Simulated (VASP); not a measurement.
Here is a VASP 6.6.1 calculation.

Contents of INCAR:

```
SYSTEM = AlN
PREC = Accurate ; ENCUT = 520
EDIFF = 1E-6 ; ISMEAR = 0
SIGMA = 0.05 ; LREAL = .FALSE.
LASPH = .TRUE. ; NELM = 60
ALGO = Normal ; ISIF = 2
LWAVE = .FALSE. ; LCHARG = .FALSE.
GGA = PE ; NBANDS = 26
```

KPOINTS

```
regular mesh
0
G
  6 6 6
  0 0 0
```

File POSCAR:

```
AlN
1.0
    4.4031742088      0.0000000000      0.0000000000
    0.0000000000     -4.4031742088      0.0000000000
    0.0000000000      0.0000000000     -4.4031742088
Al N
4 4
Direct
    0.0000000000      0.0000000000      0.0000000000
    0.5000000000      0.5000000000      0.0000000000
    0.5000000000      0.0000000000      0.5000000000
    0.0000000000      0.5000000000      0.5000000000
    0.8463541410      0.8463541410      0.7500000000
    0.2500000000      0.2500000000      0.7500000000
    0.2500000000      0.7500000000      0.2500000000
    0.7500000000      0.2500000000      0.2500000000
```

Potentials or basis: VASP PAW PBE potentials, release 64 (Al, N).

The run is started by

```console
$ cat potpaw_PBE.64/Al/POTCAR potpaw_PBE.64/N/POTCAR > POTCAR
$ mpirun -np 1 vasp_std > vasp.out
```

(1) Predict the largest force.

(2) Estimate the pressure.

(3) What does it give for the band gap on the k mesh?

## Answers

(1) 20.823 eV/Å.

(2) 13.5 GPa.

(3) 2.53 eV, indirect (the least direct gap lies 0.9 meV higher).

Caveat: the cell differs from its parent crystal (atom 5 (N) moved -0.600 Å towards its neighbour atom 6 (N) at 3.114 Å); forces of over 1 eV/Å act on the atoms, so gaps and moduli don't describe the material at rest.
